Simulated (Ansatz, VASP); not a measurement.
**TeAs: VASP beside Ansatz**

```xyz
2
Lattice="-0.9383 2.5803 2.5803 2.5803 -0.9383 2.5803 2.5803 2.5803 -0.9383" Properties=species:S:1:pos:R:3 pbc="T T T"
Te    2.1111    2.1111    2.1111
As    0.0000    0.0000    0.0000
```

Alike in both runs: task single point; functional LDA; k mesh 16 × 16 × 16; occupations gaussian, width 0.15 eV; no spin polarisation.

|  | VASP | Ansatz |
| --- | --- | --- |
| version | VASP 6.6.1 | Ansatz 0.2.0 |
| potentials or method | VASP PAW LDA potentials, release 64 (Te, As), cutoff 520 eV | scalar-relativistic, plane waves, PAW |
| valence electrons in the cell | 11 | 31 |

```csv
,VASP,Ansatz,Ansatz less VASP
gap on the k mesh at the Fermi level (eV),none,none,-
pressure (GPa),-8.4,-8.4,-0.02
"traceless stress, the component that is largest in VASP (GPa)",2.77,2.77,+0.002
```

LDA's correlation is that of Perdew and Zunger in VASP and of Perdew and Wang (1992) in Ansatz. A gap of «none» marks a metal or a gap that the smearing closes. VASP's potentials hold 11 valence electrons a cell and Ansatz's 31, so a difference there can come from the potentials and not from the codes.

Neither program's run includes spin-orbit coupling.
